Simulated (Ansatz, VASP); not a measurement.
## RuAu: VASP beside Ansatz

```
Ru Au
1.0
     3.16481    0.00000    0.00000
     0.00000    3.16481    0.00000
     0.00000    0.00000    3.16481
Ru Au
1 1
Direct
  0.00000 0.00000 0.00000
  0.50000 0.50000 0.50000
```

Alike in both runs: functional r2SCAN; k mesh 5 × 5 × 5; occupations fermi-dirac, width 0.05 eV; no spin polarisation.

|  | VASP | Ansatz |
| --- | --- | --- |
| version | VASP 6.6.1 | Ansatz 0.2.0 |
| potentials or method | VASP PAW PBE potentials, release 64 (Ru_pv, Au) | Ansatz PAW |
| plane-wave cutoff (eV) | 550 | 500 |
| valence electrons in the cell | 25 | 35 |
| task | single point | projected density of states |

```tsv
	VASP	Ansatz	Ansatz less VASP
gap on the k mesh at the Fermi level (eV)	none	none	-
pressure (GPa)	-5.0	-5.6	-0.55
```

VASP's potentials were made for PBE, not for r2SCAN. A gap of «none» marks a metal or a gap that the smearing closes. VASP's potentials hold 25 valence electrons a cell and Ansatz's 35, so a difference there can come from the potentials and not from the codes.

The k mesh is coarse, so the values compare programs but aren't converged. Spin-orbit coupling is off throughout.
